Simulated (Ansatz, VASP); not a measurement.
One calculation of SiC, two programs

The input POSCAR:

```
SiC
1.0
    3.0754984732      0.0000000000      0.0000000000
   -1.5377492366      2.6634598071      0.0000000000
    0.0000000000      0.0000000000      5.0485506836
Si C
2 2
Direct
    0.3333333333      0.6666666667     -0.0283445448
    0.6666666667      0.3333333333      0.4716554552
    0.3333333333      0.6666666667      0.4033445448
    0.6666666667      0.3333333333      0.9033445448
```

INCAR.step1

```
PREC     = Accurate       # precision mode
ENCUT    = 520            # plane-wave cutoff, eV
ISMEAR   = 0              # smearing method
SIGMA    = 0.01           # smearing width, eV
LREAL    = False          # projectors in reciprocal space
LASPH    = True           # aspherical terms in the spheres
NELM     = 100            # most SCF steps
NBANDS   = 16             # bands
GGA      = PE             # functional
ALGO     = Normal         # electronic algorithm
EDIFF    = 1E-4           # SCF threshold, eV
LWAVE    = True           # write WAVECAR
LCHARG   = False          # write CHGCAR
```

File INCAR.step2:

```
PREC     = Accurate       # precision mode
ENCUT    = 520            # plane-wave cutoff, eV
EDIFF    = 1E-7           # SCF threshold, eV
ISMEAR   = 0              # smearing method
SIGMA    = 0.01           # smearing width, eV
LREAL    = False          # projectors in reciprocal space
LASPH    = True           # aspherical terms in the spheres
NELM     = 100            # most SCF steps
ALGO     = Normal         # electronic algorithm
ISIF     = 2              # what is computed and relaxed
LWAVE    = False          # write WAVECAR
LCHARG   = False          # write CHGCAR
METAGGA  = R2SCAN         # meta-GGA
LMIXTAU  = True         
NBANDS   = 16             # bands
ISTART   = 1
```

Contents of KPOINTS:

```
regular mesh
0
Gamma
  9 9 6
```

Input for Ansatz:

```yaml
crystal:
  lattice:
    - [3.0754984732, 0.0, 0.0]
    - [-1.5377492366, 2.6634598071, 0.0]
    - [0.0, 0.0, 5.0485506836]
  atoms:
    - { symbol: Si, position: [0.3333333333, 0.6666666667, -0.0283445448] }
    - { symbol: Si, position: [0.6666666667, 0.3333333333, 0.4716554552] }
    - { symbol: C, position: [0.3333333333, 0.6666666667, 0.4033445448] }
    - { symbol: C, position: [0.6666666667, 0.3333333333, 0.9033445448] }
basis:
  ecutwfc: 500
  xc_grid: 2
kpoints:
  mp_grid: { grid: [9, 9, 6] }
hamiltonian:
  xc: r2scan
  pseudopotentials: { kind: paw, azcp: { folder: soft_1 } }
scf:
  occupations: { method: fixed }
output:
  forces: true
  stress: true
  eigenvalues: true
  polarization: {}
```

Change from the starting cell: polar distortion scaled by 0.55.

Alike in both runs: task single point; functional r2SCAN; k mesh 9 × 9 × 6; no spin polarisation.

```csv
,VASP,Ansatz
version,VASP 6.6.1,Ansatz 0.2.0
potentials or method,"VASP PAW PBE potentials, release 64 (Si, C), cutoff 520 eV","scalar-relativistic, plane waves, PAW"
occupations,"gaussian, width 0.01 eV",fixed
valence electrons in the cell,16,16
```

VASP gave:

| Item | Value |
| --- | --- |
| gap on the k mesh at the Fermi level (eV) | 1.80 |
| least direct gap on the mesh (eV) | 3.96 |
| pressure (GPa) | 5.2 |
| traceless stress, the component that is largest in VASP (GPa) | -9.11 |
| rms of the force components (eV/Å) | 1.413 |

Q: Which values does Ansatz return?

A: gap on the k mesh at the Fermi level (eV): 1.80; least direct gap on the mesh (eV): 3.95; pressure (GPa): 5.5; traceless stress, the component that is largest in VASP (GPa): -9.33; rms of the force components (eV/Å): 1.413.

VASP's potentials were made for PBE, not for r2SCAN. Atom by atom the forces differ by 0.001 eV/Å (rms over components).
